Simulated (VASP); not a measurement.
Input of a VASP 6.6.1 run:

Contents of INCAR:

```
  ALGO = Normal
  EDIFF = 1E-6
  ENCUT = 600
  GGA = PE
  GGA_COMPAT = False
  ISIF = 2
  ISMEAR = 0
  LASPH = True
  LCHARG = False
  LREAL = False
  LWAVE = False
  NBANDS = 16
  NELM = 120
  PREC = Accurate
  SIGMA = 0.05
```

KPOINTS

```
k-points
0
Gamma
  12 12 12
```

Contents of POSCAR:

```
Si2Ni
1.0
    0.0000000000      2.7214629354      2.7214629354
    2.7214629354      0.0000000000      2.7214629354
    2.7214629354      2.7214629354      0.0000000000
Si Ni
2 1
Direct
    0.2500000000      0.2500000000      0.2500000000
    0.7500000000      0.7500000000      0.7500000000
    0.0000000000      0.0000000000      0.0000000000
```

Potentials or basis: VASP PAW PBE potentials, release 64 (Si, Ni).

Command:

```bash
$ cat potpaw_PBE.64/Si/POTCAR potpaw_PBE.64/Ni/POTCAR > POTCAR
$ mpirun -np 1 vasp_std > vasp.out
```

(1) What does it give for the band gap on the k mesh?

(2) Predict the pressure.

Answers

(1) zero (bands 9 and 10 overlap by 2.14 eV).

(2) -0.1 GPa.
